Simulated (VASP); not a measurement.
# GaSb (F-43m) in VASP: further runs

GaSb is run at these levels: r2SCAN; tasks: single point, relaxation of cell and atoms.

Program: VASP 6.6.1. These are calculated values, not measurements. Logs are shortened: lines on timing, memory, paths and dates and some standing lists are left out, and cuts for length are marked.

## 1. The cell of the first run

The structure is cubic, space group F-43m (No. 216). The conventional cell has a = 6.133 Å, b = 6.133 Å, c = 6.133 Å, α = 90.00°, β = 90.00°, γ = 90.00°. Within 3.5 Å of Ga (site symmetry -43m) lie 4 Sb at 2.66 Å. Within 3.5 Å of Sb (site symmetry -43m) lie 4 Ga at 2.66 Å.

## 2. Single point, r2SCAN

The input, POSCAR:

```
GaSb
1.0
    0.0000000000      3.0664961745      3.0664961745
    3.0664961745      0.0000000000      3.0664961745
    3.0664961745      3.0664961745      0.0000000000
Ga Sb
1 1
Direct
    0.0000000000      0.0000000000      0.0000000000
    0.7500000000      0.7500000000      0.7500000000
```

The input, INCAR.step1:

```
SYSTEM = GaSb
PREC = Accurate
ENCUT = 520
ISMEAR = -1
SIGMA = 0.1
LREAL = .FALSE.
LASPH = .TRUE.
NELM = 80
NBANDS = 16
GGA = PE
ALGO = Normal
EDIFF = 1E-4
LWAVE = .TRUE.
LCHARG = .FALSE.
```

The input, INCAR.step2:

```
SYSTEM = GaSb
PREC = Accurate
ENCUT = 520
EDIFF = 1E-6
ISMEAR = -1
SIGMA = 0.1
LREAL = .FALSE.
LASPH = .TRUE.
NELM = 80
ALGO = Normal
ISIF = 2
LWAVE = .FALSE.
LCHARG = .FALSE.
METAGGA = R2SCAN
LMIXTAU = .TRUE.
NBANDS = 16
ISTART = 1
```

The input, KPOINTS:

```
Automatic mesh
0
G
  14 14 14
  0 0 0
```

Potentials or basis: VASP PAW PBE potentials, release 64 (Ga_d, Sb).

The run is started by

```console
$ cat potpaw_PBE.64/Ga_d/POTCAR potpaw_PBE.64/Sb/POTCAR > POTCAR
$ cp INCAR.step1 INCAR
$ mpirun -np 1 vasp_std > vasp.out
$ cp INCAR.step2 INCAR
$ mpirun -np 1 vasp_std > vasp.out
```

OUTCAR:

```text
SYSTEM = GaSb
   PREC = Accurate
   ENCUT = 520
   EDIFF = 1E-6
   ISMEAR = -1
   LREAL = .FALSE.
   LASPH = .TRUE.
   NELM = 80
   ISIF = 2
   METAGGA = R2SCAN
   ISTART = 1

 ion  position               nearest neighbor table
   1  0.000  0.000  0.000-   2 2.66   2 2.66   2 2.66   2 2.66
   2  0.750  0.750  0.750-   1 2.66   1 2.66   1 2.66   1 2.66

  LATTYP: Found a face centered cubic cell.
 ALAT       =     6.1329923490

  Lattice vectors:

 A1 = (   0.0000000000,   3.0664961745,   3.0664961745)
 A2 = (   3.0664961745,   0.0000000000,   3.0664961745)
 A3 = (   3.0664961745,   3.0664961745,   0.0000000000)

Analysis of symmetry for initial positions (statically):
=====================================================================
 Subroutine PRICEL returns:
 Original cell was already a primitive cell.

 Routine SETGRP: Setting up the symmetry group for a
 face centered cubic supercell.

 Subroutine GETGRP returns: Found 24 space group operations
 (whereof 24 operations were pure point group operations)
 out of a pool of 48 trial point group operations.

The static configuration has the point symmetry T_d .

Analysis of symmetry for dynamics (positions and initial velocities):
=====================================================================
 Subroutine PRICEL returns:
 Original cell was already a primitive cell.

 Routine SETGRP: Setting up the symmetry group for a
 face centered cubic supercell.

 Subroutine GETGRP returns: Found 24 space group operations
 (whereof 24 operations were pure point group operations)
 out of a pool of 48 trial point group operations.

The dynamic configuration has the point symmetry T_d .

 Subroutine INISYM returns: Found 24 space group operations
 (whereof 24 operations are pure point group operations),
 and found     1 'primitive' translations

----------------------------------------------------------------------------------------

                                     Primitive cell

  volume of cell :      57.6710

  direct lattice vectors                    reciprocal lattice vectors
     0.000000000  3.066496175  3.066496175    -0.163052543  0.163052543  0.163052543
     3.066496175  0.000000000  3.066496175     0.163052543 -0.163052543  0.163052543
     3.066496175  3.066496175  0.000000000     0.163052543  0.163052543 -0.163052543

[... 79 lines left out ...]
   LSORBIT =      F    spin-orbit coupling
   LASPH  =      T    aspherical Exc in radial PAW
   ENCUT  =  520.0 eV  38.22 Ry    6.18 a.u.   8.06  8.06  8.06*2*pi/ulx,y,z
   NELM   =     80;   NELMIN=  2; NELMDL=  0     # of ELM steps
   EDIFF  = 0.1E-05   stopping-criterion for ELM
   LREAL  =      F    real-space projection
   EDIFFG = 0.1E-04   stopping-criterion for IOM
   NSW    =      0    number of steps for IOM
   IBRION =     -1    ionic relax: 0-MD 1-quasi-New 2-CG
   NFREE  =      0    steps in history (QN), initial steepest desc. (CG)
   ISIF   =      2    stress and relaxation
   ISYM   =      2    0-nonsym 1-usesym 2-fastsym
   POTIM  = 0.5000    time-step for ionic-motion
   TEBEG  =    0.0;   TEEND  =   0.0 temperature during run
   PSTRESS=    0.0 pullay stress
   NELECT =      18.0000    total number of electrons
   NUPDOWN=      -1.0000    fix difference up-down
   EMIN   =  10.00;   EMAX   =-10.00  energy-range for DOS
   EFERMI =   0.00;   METHOD = LEGACY
   ISMEAR =    -1;   SIGMA  =   0.10  broadening in eV -4-tet -1-fermi 0-gaus
   EFERMI_NEDOS =   21; number of points for ismear=-14 and -15
   IALGO  =     38    algorithm
   IMIX   =      4    mixing-type and parameters
     AMIX     =   0.40;   BMIX     =  1.00
     AMIX_MAG =   1.60;   BMIX_MAG =  1.00
  volume/ion in A,a.u.               =      28.84       194.59
  Fermi-wavevector in a.u.,A,eV,Ry     =   1.110486  2.098515 16.778433  1.233180
  Thomas-Fermi vector in A             =   2.247039
   LORBIT       =      0    0 simple, 1 ext, 2 COOP (PROOUT), +10 PAW based schemes
   METAGGA = R2SCAN    functional components
   LHFCALC =     F    Hartree Fock is set to
   AEXX    =    0.0000 exact exchange contribution
   IVDW    =     0    specifies the selected vdW correction
   LEPSILON=     F    determine dielectric tensor
   LRPA    =     F    only Hartree local field effects (RPA)
 non-spin polarized calculation
  energy-cutoff  :      520.00
  volume of cell :       57.67
 maximum number of plane-waves:      1588
   NGX = 17   NGY = 17   NGZ = 17

 number of electron      17.9999989 magnetization

 Free energy of the ion-electron system (eV)
  ---------------------------------------------------
  ext. energy  EPLUGINS =         0.00000000
  ---------------------------------------------------
  free energy    TOTEN  =       -37.60650677 eV

  energy without entropy =      -37.60601586  energy(sigma->0) =      -37.60626132

 E-fermi :   4.9270     XC(G=0):  -9.6882

 val. band max:        4.6082528425   @ k =   0.0000   0.0000   0.0000
 cond. band min:       5.0019722233   @ k =   0.0000   0.0000   0.0000
 fundamental gap:      0.3937193808
 Fermi energy:         4.9269851755

 k-point     1 :       0.0000    0.0000    0.0000
  band No.  band energies     occupation
      1     -10.8714      2.00000
      2     -10.8714      2.00000
      3     -10.8714      2.00000
      4     -10.8154      2.00000
      5     -10.8154      2.00000
      6      -7.2709      2.00000
[... 433 lines left out ...]
      3     -10.8613      2.00000
      4     -10.8188      2.00000
      5     -10.8140      2.00000
      6      -6.4939      2.00000
[... 8 lines left out ...]
     15      13.5149      0.00000
     16      13.8599      0.00000

 [... further k-points ...]

------------------------ aborting loop because EDIFF is reached ----------------------------------------

  FORCE on cell =-STRESS in cart. coord.  units (eV):
  Direction    XX          YY          ZZ          XY          YZ          ZX
  --------------------------------------------------------------------------------------
  -------------------------------------------------------------------------------------
  Total        0.0323049      0.0323049      0.0323049      0.0000000      0.0000000      0.0000000
  in kB        0.8974726      0.8974726      0.8974726      0.0000000      0.0000000      0.0000000
  external PRESSURE =       0.8974726 kB  Pullay stress =       0.0000000 kB

 VOLUME and BASIS-vectors are now :
 -----------------------------------------------------------------------------
  energy-cutoff  :      520.00
  volume of cell :       57.67
      direct lattice vectors                 reciprocal lattice vectors
     0.000000000  3.066496175  3.066496175    -0.163052543  0.163052543  0.163052543
     3.066496175  0.000000000  3.066496175     0.163052543 -0.163052543  0.163052543
     3.066496175  3.066496175  0.000000000     0.163052543  0.163052543 -0.163052543

 POSITION                                       TOTAL-FORCE (eV/Angst)
 -----------------------------------------------------------------------------------
      0.00000      0.00000      0.00000         0.000000      0.000000      0.000000
      4.59974      4.59974      4.59974        -0.000000     -0.000000     -0.000000
 -----------------------------------------------------------------------------------
    total drift:                                0.000002      0.000002      0.000002

  FREE ENERGIE OF THE ION-ELECTRON SYSTEM (eV)
  ---------------------------------------------------
  free  energy   TOTEN  =       -37.6065067718 eV

  energy  without entropy=      -37.6060158620  energy(sigma->0) =      -37.60626132
```

OUTCAR.step1:

```text
SYSTEM = GaSb
   PREC = Accurate
   ENCUT = 520
   ISMEAR = -1
   LREAL = .FALSE.
   LASPH = .TRUE.
[... 676 lines left out ...]
      0.00000      0.00000      0.00000        -0.000000     -0.000000     -0.000000
      4.59974      4.59974      4.59974         0.000000      0.000000      0.000000
 -----------------------------------------------------------------------------------
    total drift:                               -0.000002     -0.000002     -0.000002

  FREE ENERGIE OF THE ION-ELECTRON SYSTEM (eV)
  ---------------------------------------------------
  free  energy   TOTEN  =        -7.3594431630 eV

  energy  without entropy=       -7.3581255578  energy(sigma->0) =       -7.35878436
```

Wall time 2.1 min (1 thread of Intel Xeon Platinum 8124M at 3.00GHz (Skylake/Cascade Lake), shared host); peak memory 0.26 GiB.

What came out:

```yaml
Free_energy: -37.6065 eV
Pressure: 0.1 GPa
Band_gap_on_the_k_mesh: 0.39 eV
```

Levels at points of the mesh, in eV from the valence-band top:
| k point | band 5 | band 6 | band 7 | band 8 | band 9 | band 10 | band 11 | band 12 | band 13 | band 14 |
| --- | --- | --- | --- | --- | --- | --- | --- | --- | --- | --- |
| (0.00, 0.00, 0.00) | -15.42 | -11.88 | 0.00 | 0.00 | 0.00 | 0.39 | 2.98 | 2.98 | 2.98 | 6.34 |
| (0.50, 0.00, 0.00) | -15.42 | -10.18 | -6.54 | -1.20 | -1.20 | 0.67 | 4.01 | 4.01 | 6.93 | 9.93 |
| (0.50, 0.50, 0.00) | -15.42 | -9.30 | -7.01 | -2.67 | -2.67 | 1.13 | 1.49 | 9.21 | 9.21 | 10.72 |

Caveat: semilocal functionals underestimate gaps, and a narrow one can read as zero; the PAW data sets were made with another functional, which shifts forces and pressure a little; spin-orbit coupling is left out, which moves the levels of the heavy elements.

[end of part 1 of 2]
